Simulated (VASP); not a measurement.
# Re: single point with PBE

The system is Re.

```
Re
1.0
     0.00000    2.31543    2.31543
     2.31543    0.00000    2.31543
     2.31543    2.31543    0.00000
Re
2
Direct
  0.87500 0.87500 0.87500
  0.12500 0.12500 0.12500
```

This cell differs from its parent crystal: volume scaled by 0.55.

```yaml
Program: VASP 6.6.1
Task: single point
Functional: PBE
Potentials_or_basis: VASP PAW PBE potentials, release 64 (Re)
Cutoff: 520 eV
k_mesh: 12 × 12 × 12
Occupations: fermi-dirac, width 0.1 eV
Spin: no spin polarisation
Dipole_correction: no
Further_INCAR_settings: ALGO = Normal; EDIFF = 1e-07; NBANDS = 14
```

```json
{
 "Pressure": "311.4 GPa",
 "Band gap on the k mesh": "zero (band 7 reaches 11.53 eV, above the bottom of band 8 at 9.65 eV)"
}
```

Levels at points of the mesh, in eV from the Fermi level:
| k point | band 5 | band 6 | band 7 | band 8 | band 9 | band 10 |
| --- | --- | --- | --- | --- | --- | --- |
| (0.00, 0.00, 0.00) | -4.22 | -4.22 | 0.88 | 0.88 | 0.88 | 8.26 |
| (0.50, 0.00, 0.00) | -5.50 | -5.50 | -0.19 | 3.59 | 3.59 | 6.03 |
| (0.50, 0.50, 0.00) | -1.66 | -1.66 | -0.52 | -0.52 | 6.40 | 6.40 |

Run time: 13 s on 1 thread of Intel(R) Xeon(R) Platinum 8375C CPU @ 2.90GHz (Ice Lake), on a shared host, peak memory 0.15 GiB.

Caveat: spin-orbit coupling is left out, which moves the levels of the heavy elements.
